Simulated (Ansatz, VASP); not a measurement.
Two plane-wave programs on KF

The input INCAR:

```
  ALGO = Normal
  EDIFF = 1E-6
  ENCUT = 600
  GGA = RP
  GGA_COMPAT = F
  ISIF = 2
  ISMEAR = 0
  LASPH = T
  LCHARG = T
  LELF = T
  LREAL = F
  LVHAR = T
  LWAVE = F
  NBANDS = 15
  NELM = 120
  PREC = Accurate
  SIGMA = 0.01
```

Contents of KPOINTS:

```
k-points
0
Gamma
  4 4 4
```

Contents of POSCAR:

```
KF
1.0
    0.0000000000      2.6718500000      2.6718500000
    2.6718500000      0.0000000000      2.6718500000
    2.6718500000      2.6718500000      0.0000000000
K F
1 1
Direct
    0.0000000000      0.0000000000      0.0000000000
    0.5000000000      0.5000000000      0.5000000000
```

Input for Ansatz:

```yaml
crystal:
  lattice:
    - [0.0, 2.67185, 2.67185]
    - [2.67185, 0.0, 2.67185]
    - [2.67185, 2.67185, 0.0]
  atoms:
    - { symbol: K, position: [0.0, 0.0, 0.0] }
    - { symbol: F, position: [0.5, 0.5, 0.5] }
accuracy: low
kpoints:
  mp_grid:
    grid: [4, 4, 4]
hamiltonian:
  xc: rpbe
  pseudopotentials:
    kind: paw
scf:
  max_iter: 80
  n_extra_bands: 6
  convergence:
    dr2_threshold: 1.0e-09
  mixing:
    algorithm: msr1
  occupations:
    method: fixed
output:
  eigenvalues: true
```

Alike in both runs: task single point; functional RPBE; k mesh 4 × 4 × 4; no spin polarisation.

```csv
,VASP,Ansatz
version,VASP 6.6.1,Ansatz 0.2.0
potentials or method,"VASP PAW PBE potentials, release 64 (K_sv, F)","plane waves, PAW"
plane-wave cutoff (eV),600,420
occupations,"gaussian, width 0.01 eV",fixed
valence electrons in the cell,16,16
```

VASP gave:

```
gap on the k mesh at the Fermi level (eV) : 6.50
```

Problem. Estimate Ansatz's values.

Solution. gap on the k mesh at the Fermi level (eV): 6.51.

VASP's potentials were made for PBE, not for RPBE.

The k mesh is coarse, so the values compare programs but aren't converged.
